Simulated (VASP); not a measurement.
# Al6N: single point with PBE

System: Al6N, a slab with vacuum.

```xyz
14
Lattice="5.7143 0.0000 0.0000 0.0000 5.7143 0.0000 0.0000 0.0000 22.1750" Properties=species:S:1:pos:R:3 pbc="T T T"
Al    1.4286    1.4286    4.0000
Al    1.4286    4.2857    4.0000
Al    4.2857    1.4286    4.0000
Al    4.2857    4.2857    4.0000
Al    0.0000    0.0000    6.0850
Al    0.0000    2.8572    6.0850
Al    2.8572    0.0000    6.0850
Al    2.8572    2.8572    6.0850
Al    1.4286    1.4286    8.1750
Al    1.4286    4.2857    8.1750
Al    4.2857    1.4286    8.1750
Al    4.2857    4.2857    8.1750
N     1.7577    2.8572    9.2950
N     3.9567    2.8572    9.2950
```

```json
{
 "Program": "VASP 6.6.1",
 "Task": "single point",
 "Functional": "PBE",
 "Potentials or basis": "VASP PAW PBE potentials, release 64 (Al, N)",
 "Cutoff": "520 eV",
 "k mesh": "5 × 5 × 1",
 "Occupations": "gaussian, width 0.1 eV",
 "Spin": "no spin polarisation"
}
```

```json
{
  "Largest force": "0.989 eV/Å",
  "Band gap on the k mesh": "zero (bands 23 and 24 overlap by 0.58 eV)"
}
```

Forces on the atoms (eV/Å):
```
Al   0.004 -0.020  0.066
Al   0.004  0.020  0.066
Al  -0.004 -0.020  0.066
Al  -0.004  0.020  0.066
Al   0.000  0.000  0.065
Al   0.000  0.000 -0.229
Al   0.000  0.000  0.213
Al   0.000  0.000 -0.399
Al  -0.189 -0.345  0.182
Al  -0.189  0.345  0.182
Al   0.189 -0.345  0.182
Al   0.189  0.345  0.182
N    0.935  0.000 -0.321
N   -0.935  0.000 -0.321
```

Levels at points of the mesh, in eV from the Fermi level:
```tsv
k point	band 21	band 22	band 23	band 24	band 25	band 26
(0.00, 0.00, 0.00)	-0.97	-0.45	-0.31	-0.28	-0.01	0.59
```

It took 9.5 min on 1 thread of Intel(R) Xeon(R) Platinum 8259CL CPU @ 2.50GHz (Skylake/Cascade Lake), with other jobs on the host, peak memory 0.69 GiB.
